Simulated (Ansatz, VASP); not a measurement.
WC: VASP beside Ansatz

Contents of INCAR:

```
PREC     = Accurate       # precision mode
ENCUT    = 520            # plane-wave cutoff, eV
EDIFF    = 1E-6           # SCF threshold, eV
ISMEAR   = 0              # smearing method
SIGMA    = 0.1            # smearing width, eV
LREAL    = F              # projectors in reciprocal space
LASPH    = T              # aspherical terms in the spheres
NELM     = 60             # most SCF steps
ALGO     = Normal         # electronic algorithm
ISIF     = 2              # what is computed and relaxed
LWAVE    = F              # write WAVECAR
LCHARG   = T              # write CHGCAR
GGA      = PE             # functional
LELF     = T              # ELF
LVHAR    = T            
NBANDS   = 16             # bands
```

KPOINTS

```
regular mesh
0
Gamma
  9 9 6
```

The input POSCAR:

```
WC
1.0
    2.8820700000      0.0000000000      0.0000000000
   -1.4410350000      2.4959458400      0.0000000000
    0.0000000000      0.0000000000      2.8238700000
W C
1 1
Direct
    0.0000000000      0.0000000000      0.0000000000
    0.6666666700      0.3333333300      0.5000000000
```

Input for Ansatz:

```yaml
crystal:
  lattice:
    - [2.88207, 0.0, 0.0]
    - [-1.441035, 2.49594584, 0.0]
    - [0.0, 0.0, 2.82387]
  atoms:
    - { symbol: W, position: [0.0, 0.0, 0.0] }
    - { symbol: C, position: [0.66666667, 0.33333333, 0.5] }
basis:
  ecutwfc: 420
kpoints:
  mp_grid: { grid: [9, 9, 6] }
hamiltonian:
  xc: pbe
  pseudopotentials: { kind: paw, azcp: { folder: soft_1 } }
scf:
  occupations: { method: gaussian, width: 0.1 }
output:
  forces: true
  stress: true
  eigenvalues: true
```

Alike in both runs: task single point; functional PBE; k mesh 9 × 9 × 6; occupations gaussian, width 0.1 eV; no spin polarisation.

```csv
,VASP,Ansatz
version,VASP 6.6.1,Ansatz 0.2.0
potentials or method,"VASP PAW PBE potentials, release 64 (W_sv, C), cutoff 520 eV","scalar-relativistic, plane waves, PAW"
valence electrons in the cell,18,18
```

|  | VASP | Ansatz | Ansatz less VASP |
| --- | --- | --- | --- |
| gap on the k mesh at the Fermi level (eV) | none | none | - |
| pressure (GPa) | 16.0 | 14.9 | -1.16 |
| traceless stress, the component that is largest in VASP (GPa) | -2.22 | -2.42 | -0.200 |

A gap of «none» marks a metal or a gap that the smearing closes. With one functional, cell and mesh, what is left measures potentials, basis and numerics.

The k mesh is coarse, so the values compare programs but aren't converged. Spin-orbit coupling is off throughout.
